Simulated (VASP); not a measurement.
Ga:

```xyz
1
Lattice="-1.4116 1.4116 2.3566 1.4116 -1.4116 2.3566 1.4116 1.4116 -2.3566" Properties=species:S:1:pos:R:3 pbc="T T T"
Ga    0.0000    0.0000    0.0000
```

```yaml
Program: VASP 6.6.1
Task: relaxation of cell and atoms
Functional: RPBE
Potentials_or_basis: VASP PAW PBE potentials, release 64 (Ga_d)
Cutoff: 750 eV
k_mesh: 18 × 18 × 18
Occupations: methfessel-paxton, width 0.05 eV
Spin: no spin polarisation
```

At the start: pressure 2.5 GPa; volume 18.78 Å³/atom.

Q: Where does the relaxation end?

A: Over 19 steps the energy falls by 11.8 meV/atom and the volume is 19.62 Å³/atom (+4.5 %); space group I4/mmm (No. 139, to 0.1 Å) before and after.

Step by step:
```csv
step,energy change (eV),largest force (eV/Å),pressure (GPa),volume (Å³)
1,0.0000,0.0000,2.45,18.78
2,-0.0084,0.0000,0.35,19.57
3,-0.0089,0.0000,-0.23,19.82
4,-0.0098,0.0000,-0.23,19.79
5,-0.0113,0.0000,-0.11,19.71
6,-0.0089,0.0000,0.36,19.50
7,-0.0103,0.0000,0.06,19.58
8,-0.0116,0.0000,-0.09,19.67
9,-0.0116,0.0000,-0.17,19.66
10,-0.0116,0.0000,-0.05,19.66
11,-0.0116,0.0000,0.03,19.63
12,-0.0116,0.0000,-0.03,19.63
13,-0.0116,0.0000,-0.02,19.63
14,-0.0116,0.0000,-0.01,19.63
15,-0.0117,0.0000,-0.01,19.62
16,-0.0118,0.0000,-0.01,19.62
17,-0.0118,0.0000,0.03,19.62
18,-0.0118,0.0000,0.00,19.62
19,-0.0118,0.0000,-0.01,19.62
```

Final structure:
```yaml
crystal:
  lattice:
    - [-1.46257, 1.46257, 2.29318]
    - [1.46257, -1.46257, 2.29318]
    - [1.46257, 1.46257, -2.29318]
  atoms:
    - { symbol: Ga, position: [0.00000, 0.00000, 0.00000] }
```

Caveat: the PAW data sets were made with another functional, which shifts forces and pressure a little.
